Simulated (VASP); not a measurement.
# GaP (F-43m) in VASP: notebook, part 2 of 2

VASP 6.6.1. Earlier steps stand in the parts before.

## 4. Single point, BLYP

This run uses another cell than the first one, of 21.94 Å³/atom, 1.120 times its volume.

Contents of INCAR:

```
PREC = Accurate ; ENCUT = 520
EDIFF = 1E-6 ; ISMEAR = -1
SIGMA = 0.05 ; LREAL = False
LASPH = True ; NELM = 60
ALGO = Normal ; ISIF = 2
LWAVE = False ; LCHARG = False
GGA = B5 ; ALDAX = 1.0
AGGAX = 1.0 ; AGGAC = 1.0
ALDAC = 0.0 ; NBANDS = 16
```

Contents of KPOINTS:

```
Automatic mesh
0
Gamma
  8 8 8
```

Contents of POSCAR:

```
GaP
1.0
    0.0000000000      2.7995538366      2.7995538366
    2.7995538366      0.0000000000      2.7995538366
    2.7995538366      2.7995538366      0.0000000000
Ga P
1 1
Direct
    0.0000000000      0.0000000000      0.0000000000
    0.7500000000      0.7500000000      0.7500000000
```

On the command line:

```bash
> cat potpaw_PBE.64/Ga_d/POTCAR potpaw_PBE.64/P/POTCAR > POTCAR
> mpirun -np 1 vasp_std > vasp.out
```

It took 15 s on 1 thread of Intel Xeon 6975P-C (Granite Rapids), shared host; peak memory 0.17 GiB.

It converged, with:

- Free energy: -7.8121 eV
- Pressure: 0.1 GPa
- Band gap on the k mesh: 1.05 eV, direct

Levels at points of the mesh, in eV from the valence-band top:
```tsv
k point	band 6	band 7	band 8	band 9	band 10	band 11	band 12	band 13
(0.00, 0.00, 0.00)	-11.90	0.00	0.00	0.00	1.05	3.94	3.94	3.94
(0.50, 0.00, 0.00)	-10.11	-6.17	-1.00	-1.00	1.42	4.81	4.81	8.28
(0.50, 0.50, 0.00)	-9.32	-6.41	-2.38	-2.38	1.97	1.97	9.95	9.95
```

Caveat: the PAW data sets were made with another functional, which shifts forces and pressure a little.

## 5. Relaxation of cell and atoms, LDA

This run uses another cell than the first one, of 20.24 Å³/atom, 1.033 times its volume.

Contents of INCAR:

```
PREC = Accurate
ENCUT = 600
EDIFF = 1E-7
ISMEAR = -1
SIGMA = 0.05
LREAL = F
LASPH = T
NELM = 100
ALGO = Normal
ISIF = 3
LWAVE = F
LCHARG = F
GGA = CA
IBRION = 2
NSW = 80
EDIFFG = -0.02
```

Contents of KPOINTS:

```
regular mesh
0
Gamma
  8 8 8
```

Contents of POSCAR:

```
GaP
1.0
    0.0000000000      2.7252500000      2.7252500000
    2.7252500000      0.0000000000      2.7252500000
    2.7252500000      2.7252500000      0.0000000000
Ga P
1 1
Direct
    0.0000000000      0.0000000000      0.0000000000
    0.7500000000      0.7500000000      0.7500000000
```

Potentials or basis: VASP PAW LDA potentials, release 64 (Ga_d, P).

On the command line:

```bash
> cat potpaw_LDA.64/Ga_d/POTCAR potpaw_LDA.64/P/POTCAR > POTCAR
> mpirun -np 1 vasp_std > vasp.out
```

OUTCAR:

```text
PREC = Accurate
   ENCUT = 600
   EDIFF = 1E-7
   ISMEAR = -1
   LREAL = F
   LASPH = T
   NELM = 100
   ISIF = 3
   GGA = CA
   IBRION = 2
   NSW = 80
   EDIFFG = -0.02

 ion  position               nearest neighbor table
   1  0.000  0.000  0.000-   2 2.36   2 2.36   2 2.36   2 2.36
   2  0.750  0.750  0.750-   1 2.36   1 2.36   1 2.36   1 2.36

  LATTYP: Found a face centered cubic cell.
 ALAT       =     5.4505000000

  Lattice vectors:

 A1 = (   0.0000000000,   2.7252500000,   2.7252500000)
 A2 = (   2.7252500000,   0.0000000000,   2.7252500000)
 A3 = (   2.7252500000,   2.7252500000,   0.0000000000)

Analysis of symmetry for initial positions (statically):
[... 5 lines left out ...]
 face centered cubic supercell.

 Subroutine GETGRP returns: Found 24 space group operations
 (whereof 24 operations were pure point group operations)
 out of a pool of 48 trial point group operations.

The static configuration has the point symmetry T_d .
[... 248 lines left out ...]
 Fermi energy:         5.5299962615

 k-point     1 :       0.0000    0.0000    0.0000
  band No.  band energies     occupation
      1      -9.9272      2.00000
      2      -9.9272      2.00000
      3      -9.9272      2.00000
      4      -9.8192      2.00000
      5      -9.8192      2.00000
      6      -7.9149      2.00000
      7       4.8373      2.00000
      8       4.8373      2.00000
      9       4.8373      2.00000
     10       6.7383      0.00000
     11       8.6209      0.00000
     12       8.6209      0.00000
     13       8.6209      0.00000
[... 354 lines left out ...]
  band No.  band energies     occupation
      1     -10.0188      2.00000
      2      -9.8940      2.00000
      3      -9.8803      2.00000
      4      -9.8252      2.00000
      5      -9.8112      2.00000
      6      -5.2947      2.00000
      7      -1.8122      2.00000
      8       1.4777      2.00000
      9       2.7897      2.00000
     10       8.2720      0.00000
     11       8.9894      0.00000
     12      11.2983      0.00000
     13      12.7364      0.00000

 [... further k-points ...]
[... 5 lines left out ...]
  --------------------------------------------------------------------------------------
  -------------------------------------------------------------------------------------
  Total       -0.0018389     -0.0018389     -0.0018389      0.0000000      0.0000000     -0.0000000
  in kB       -0.0751276     -0.0751276     -0.0751276      0.0000000      0.0000000     -0.0000000
  external PRESSURE =      -0.0751276 kB  Pullay stress =       0.0000000 kB
[... 17 lines left out ...]
  FREE ENERGIE OF THE ION-ELECTRON SYSTEM (eV)
  ---------------------------------------------------
  free  energy   TOTEN  =       -10.4510873292 eV

  energy  without entropy=      -10.4510873106  energy(sigma->0) =      -10.45108732

 reached required accuracy - stopping structural energy minimisation
```

OSZICAR:

```text
N       E                     dE             d eps       ncg     rms          rms(c)
DAV:   1     0.850611166386E+02    0.85061E+02   -0.99069E+03   770   0.213E+03
DAV:   2    -0.377360393661E+01   -0.88835E+02   -0.85858E+02   809   0.356E+02
DAV:   3    -0.106306984283E+02   -0.68571E+01   -0.68199E+01   969   0.791E+01
[... 25 lines left out ...]
DAV:   4    -0.104512467240E+02    0.81335E-03   -0.10639E-03   907   0.535E-01    0.543E-02
DAV:   5    -0.104510923079E+02    0.15442E-03   -0.78277E-05  1013   0.131E-01    0.180E-02
DAV:   6    -0.104510874964E+02    0.48115E-05   -0.67749E-06   972   0.464E-02    0.867E-03
DAV:   7    -0.104510873298E+02    0.16658E-06   -0.55508E-07   834   0.153E-02    0.466E-03
DAV:   8    -0.104510873292E+02    0.59117E-09   -0.11853E-07   442   0.509E-03
   3 F= -.10451087E+02 E0= -.10451087E+02  d E =-.108062E-01
```

CONTCAR:

```text
GaP
   1.00000000000000
     0.0000000000000000    2.6965929862185045    2.6965929862185045
     2.6965929862185045   -0.0000000000000000    2.6965929862185045
     2.6965929862185045    2.6965929862185045    0.0000000000000000
  Ga              P
     1     1
Direct
     0.0000000000000000    0.0000000000000000    0.0000000000000000
     0.7500000000000000    0.7500000000000000    0.7500000000000000

  0.00000000E+00  0.00000000E+00  0.00000000E+00
  0.00000000E+00  0.00000000E+00  0.00000000E+00
```

It took 16 s on 1 thread of Intel Xeon 6975P-C (Granite Rapids), shared host; peak memory 0.17 GiB.

What came out:

```yaml
Free_energy: -10.4511 eV
Relaxed_volume: 19.61 Å³/atom
Relaxed_cell: a = 3.814 Å, b = 3.814 Å, c = 3.814 Å, α = 60.00°, β = 60.00°, γ = 60.00°
Space_group_after_relaxing_to_0.05_Å: F-43m (No. 216)
Energy_gained_by_relaxing: 5.4 meV/atom
Ionic_steps: 3
Pressure_after_relaxing: 0.0 GPa
Band_gap_on_the_k_mesh: 1.43 eV, indirect (least direct gap 1.90 eV)
```

Step by step:
```tsv
step	energy change (eV)	largest force (eV/Å)	pressure (GPa)	volume (Å³)
1	0.0000	0.0000	-2.66	40.48
2	-0.0075	0.0000	1.61	38.55
3	-0.0108	0.0000	-0.01	39.22
```

Final structure:
```yaml
crystal:
  lattice:
    - [0.00000, 2.69659, 2.69659]
    - [2.69659, 0.00000, 2.69659]
    - [2.69659, 2.69659, 0.00000]
  atoms:
    - { symbol: Ga, position: [0.00000, 0.00000, 0.00000] }
    - { symbol: P, position: [0.75000, 0.75000, 0.75000] }
```

## 6. Relaxation of cell and atoms, PBEsol+D3(BJ)

This run uses another cell than the first one, of 20.24 Å³/atom, 1.033 times its volume.

Contents of INCAR:

```
SYSTEM = GaP
ALGO = Normal ; EDIFF = 1E-7
EDIFFG = -0.005 ; ENCUT = 600
GGA = PS ; IBRION = 2
ISIF = 3 ; ISMEAR = -1
IVDW = 12 ; LASPH = .TRUE.
LCHARG = .FALSE. ; LREAL = .FALSE.
LWAVE = .FALSE. ; NELM = 60
NSW = 80 ; PREC = Accurate
SIGMA = 0.05
```

Contents of KPOINTS:

```
k-points
0
G
  8 8 8
  0 0 0
```

POSCAR is that of step 5.

Potentials or basis: VASP PAW PBE potentials, release 64 (Ga_d, P).

On the command line:

```bash
> cat potpaw_PBE.64/Ga_d/POTCAR potpaw_PBE.64/P/POTCAR > POTCAR
> mpirun -np 1 vasp_std > vasp.out
```

Run time: 23 s. Hardware: 1 thread of Intel Xeon 6975P-C (Granite Rapids), shared host; peak memory 0.2 GiB.

The run converged. Its results:

- Free energy: -10.4954 eV
- Relaxed volume: 19.57 Å³/atom
- Relaxed cell: a = 3.811 Å, b = 3.811 Å, c = 3.811 Å, α = 60.00°, β = 60.00°, γ = 60.00°
- Space group after relaxing (to 0.05 Å): F-43m (No. 216)
- Energy gained by relaxing: 6.1 meV/atom
- Ionic steps: 3
- Pressure after relaxing: 0.0 GPa
- Band gap on the k mesh: 1.44 eV, indirect (least direct gap 2.03 eV)
- Dispersion energy per atom: -0.291 eV

Step by step:
```
step  energy change (eV)  largest force (eV/Å)  pressure (GPa)  volume (Å³)
   1              0.0000                0.0000           -2.83        40.48
   2             -0.0084                0.0000            1.73        38.42
   3             -0.0123                0.0000            0.00        39.14
```

Final structure:
```
CELL_PARAMETERS angstrom
0.00000 2.69476 2.69476
2.69476 0.00000 2.69476
2.69476 2.69476 0.00000
ATOMIC_POSITIONS crystal
Ga 0.00000 0.00000 0.00000
P 0.75000 0.75000 0.75000
```

Levels at points of the mesh, in eV from the valence-band top:
```
           k point  band 5  band 6  band 7  band 8  band 9  band 10  band 11  band 12  band 13
(0.00, 0.00, 0.00)  -14.49  -12.78    0.00    0.00    0.00     2.03     3.82     3.82     3.82
(0.50, 0.00, 0.00)  -14.48  -10.58   -6.90   -1.18   -1.18     1.69     4.64     4.64     8.15
(0.50, 0.50, 0.00)  -14.47   -9.62   -6.97   -2.83   -2.83     1.44     1.68    10.80    10.80
```

Caveat: the PAW data sets were made with another functional, which shifts forces and pressure a little. A k mesh can miss the band edges.

## 7. Overview

```tsv
task	level	potentials or basis	cell	cutoff (eV)	gap on the mesh (eV)	pressure (GPa)	relaxed volume (Å³/atom)
single point	LDA	VASP PAW LDA potentials, release 64 (Ga_d, P)	a = 3.812 Å, angles 60.0°, 2 atoms	520	1.43	0.1	-
single point	PBEsol+D3(BJ)	VASP PAW PBE potentials, release 64 (Ga_d, P)	a = 3.812 Å, angles 60.0°, 2 atoms	520	1.45	-0.1	-
single point	BLYP	VASP PAW PBE potentials, release 64 (Ga_d, P)	a = 3.959 Å, angles 60.0°, 2 atoms	520	1.05	0.1	-
relaxation of cell and atoms	LDA	VASP PAW LDA potentials, release 64 (Ga_d, P)	relaxed from a = 3.854 Å, angles 60.0°, 2 atoms	600	1.43	0.0	19.61
relaxation of cell and atoms	PBEsol+D3(BJ)	VASP PAW PBE potentials, release 64 (Ga_d, P)	relaxed from a = 3.854 Å, angles 60.0°, 2 atoms	600	1.44	0.0	19.57
```

Alike in all rows: no spin polarisation; k mesh 8 × 8 × 8; smearing fermi-dirac 0.05 eV.

Caveats: the PAW data sets were made with another functional, which shifts forces and pressure a little (some runs).

Absolute energies hang on the potentials; compare differences alone.

## 8. Against experiment

Step 2. Measured gap of GaP: 2.34 eV (indirect; 10 K; quoted in “Stacking defects in GaP nanowires: Electronic structure and optical properties”, 2018, arxiv:1810.01194). This calculation gives 1.43 eV (-0.91 eV). Spin-orbit coupling on Ga is left out. The value is that of LDA on a finite k mesh, which can miss the band edges, without temperature or zero-point motion. Semilocal functionals fall short of measured gaps as a rule.

Step 3. A measured gap of GaP is 2.34 eV (indirect; 10 K; quoted in “Stacking defects in GaP nanowires: Electronic structure and optical properties”, 2018, arxiv:1810.01194); the calculated 1.45 eV misses it by -0.89 eV. Spin-orbit coupling on Ga is left out. The value is that of PBEsol+D3(BJ) on a finite k mesh, which can miss the band edges, without temperature or zero-point motion. Semilocal functionals fall short of measured gaps as a rule.

Step 4. Against the measured gap of GaP, 2.34 eV (indirect; 10 K; quoted in “Stacking defects in GaP nanowires: Electronic structure and optical properties”, 2018, arxiv:1810.01194), the calculated 1.05 eV is off by -1.29 eV. So large a miss can be the level of theory's own, or it may mean another phase, state or a wrong row. Spin-orbit coupling on Ga is left out. The value is that of BLYP on a finite k mesh, which can miss the band edges, without temperature or zero-point motion. Semilocal functionals fall short of measured gaps as a rule.
